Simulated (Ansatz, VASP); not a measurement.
Two plane-wave programs on TePb

```
Pb Te
1.0
     0.00000    3.36587    3.36587
     3.36587    0.00000    3.36587
     3.36587    3.36587    0.00000
Pb Te
1 1
Direct
  0.00000 0.00000 0.00000
  0.50000 0.50000 0.50000
```

Change from the starting cell: hydrostatic strain +3.0%.

Alike in both runs: task single point; functional r2SCAN; k mesh 8 × 8 × 8; no spin polarisation.

```csv
,VASP,Ansatz
version,VASP 6.6.1,Ansatz 0.2.0
potentials or method,"VASP PAW PBE potentials, release 64 (Pb_d, Te)","plane waves, PAW"
plane-wave cutoff (eV),520,500
occupations,"gaussian, width 0.01 eV",fixed
valence electrons in the cell,20,30
```

|  | VASP | Ansatz | Ansatz less VASP |
| --- | --- | --- | --- |
| gap on the k mesh at the Fermi level (eV) | 1.24 | 1.24 | -0.003 |
| pressure (GPa) | -3.1 | -3.1 | +0.02 |

VASP's potentials were made for PBE, not for r2SCAN. VASP's potentials hold 20 valence electrons a cell and Ansatz's 30, so a difference there can come from the potentials and not from the codes.

Neither program's run includes spin-orbit coupling.
